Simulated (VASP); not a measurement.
A run of VASP 6.6.1:

File INCAR:

```
SYSTEM = Sr
PREC = Accurate ; ENCUT = 520
EDIFF = 1E-6 ; ISMEAR = 0
SIGMA = 0.15 ; LREAL = .FALSE.
LASPH = .TRUE. ; NELM = 100
ALGO = Fast ; ISIF = 2
LWAVE = .FALSE. ; LCHARG = .TRUE.
GGA = PS ; LELF = .TRUE.
LVHAR = .TRUE. ; NBANDS = 11
```

File KPOINTS:

```
Automatic mesh
0
G
  14 14 14
  0 0 0
```

The input POSCAR:

```
Sr
1.0
   -2.4250000000      2.7431600000      2.4250000000
    2.4250000000     -2.7431600000      2.4250000000
    2.4250000000      2.7431600000     -2.4250000000
Sr
1
Direct
    0.0000000000      0.0000000000      0.0000000000
```

Potentials or basis: VASP PAW PBE potentials, release 64 (Sr_sv).

Command:

```console
$ cat potpaw_PBE.64/Sr_sv/POTCAR > POTCAR
$ mpirun -np 1 vasp_std > vasp.out
```

Hardware: 1 thread of Intel(R) Xeon(R) 6975P-C (Granite Rapids) (shared host).

Problem. Estimate the wall time of this run.

Solution. It took 64 s on 1 thread of Intel(R) Xeon(R) 6975P-C (Granite Rapids) (shared host), peak memory 0.33 GiB. Counts: scf iterations 12, k points 244.
